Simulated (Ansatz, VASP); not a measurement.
# One calculation of CoSi2, two programs

INCAR

```
PREC = Accurate
ENCUT = 520
EDIFF = 1E-7
ISMEAR = -1
SIGMA = 0.05
LREAL = F
LASPH = T
NELM = 100
ALGO = Normal
ISIF = 2
LWAVE = F
LCHARG = F
GGA = PE
NBANDS = 16
```

KPOINTS

```
Automatic mesh
0
Gamma
  14 14 14
```

POSCAR

```
CoSi2
1.0
   -1.4671492580      1.4671492580      3.3545524148
    1.4671492580     -1.4671492580      3.3545524148
    1.4671492580      1.4671492580     -3.3545524148
Co Si
1 2
Direct
    0.0000000000      0.0000000000      0.0000000000
    0.3352097134      0.3352097134      0.0000000000
   -0.3352097134     -0.3352097134      0.0000000000
```

Input for Ansatz:

```yaml
crystal:
  lattice:
    - [-1.467149258, 1.467149258, 3.3545524148]
    - [1.467149258, -1.467149258, 3.3545524148]
    - [1.467149258, 1.467149258, -3.3545524148]
  atoms:
    - { symbol: Co, position: [0.0, 0.0, 0.0] }
    - { symbol: Si, position: [0.3352097134, 0.3352097134, 0.0] }
    - { symbol: Si, position: [-0.3352097134, -0.3352097134, 0.0] }
kpoints:
  mp_grid: { grid: [14, 14, 14] }
scf:
  occupations: { method: fermi_dirac, width: 0.05 }
hamiltonian:
  xc: pbe
  pseudopotentials: { kind: all_electron, lapw: { basis_error: 0.001 } }
output:
  forces: true
  stress: true
  eigenvalues: true
  populations: true
```

Change from the starting cell: volume scaled by 0.8, LAPW.

Alike in both runs: task single point; functional PBE; k mesh 14 × 14 × 14; occupations fermi-dirac, width 0.05 eV; no spin polarisation.

|  | VASP | Ansatz |
| --- | --- | --- |
| version | VASP 6.6.1 | Ansatz 0.2.0 |
| potentials or method | VASP PAW PBE potentials, release 64 (Co, Si), cutoff 520 eV | all-electron LAPW, scalar-relativistic |

VASP gave:

- pressure (GPa): 62.7
- traceless stress, the component that is largest in VASP (GPa): 0.29

Question: What did Ansatz give for the same quantities?

Answer: Pressure (GPa): 62.8; traceless stress, the component that is largest in VASP (GPa): 0.07.

Both programs put the cell under a high pressure, so it lies far from rest at this level. Ansatz ran all-electron here, and VASP with PAW potentials.

Noted on VASP's run: the cell as given lies far from equilibrium.
